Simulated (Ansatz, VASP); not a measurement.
One calculation of Tl, two programs

```
CELL_PARAMETERS angstrom
3.47889 0.00000 0.00000
-1.73944 3.01281 0.00000
0.00000 0.00000 5.56159
ATOMIC_POSITIONS crystal
Tl 0.66667 0.33333 0.75000
Tl 0.33333 0.66667 0.25000
```

Alike in both runs: task single point; functional b88 exchange, pbe correlation; k mesh 9 × 9 × 5; collinear spin.

```csv
,VASP,Ansatz
version,VASP 6.6.1,Ansatz 0.2.0
potentials or method,"VASP PAW PBE potentials, release 64 (Tl_d)",Ansatz PAW
plane-wave cutoff (eV),500,420
occupations,"methfessel-paxton of order 1, width 0.15 eV","cold, width 0.15 eV"
valence electrons in the cell,26,26
```

```csv
,VASP,Ansatz,Ansatz less VASP
gap on the k mesh at the Fermi level (eV),none,none,-
pressure (GPa),2.4,2.4,+0.03
"traceless stress, the component that is largest in VASP (GPa)",0.76,0.95,+0.185
net moment per atom (μB),0.00,0.00,0.000
```

VASP's potentials were made for PBE, not for b88 exchange, pbe correlation. A gap of «none» marks a metal or a gap that the smearing closes.

Neither program's run includes spin-orbit coupling.
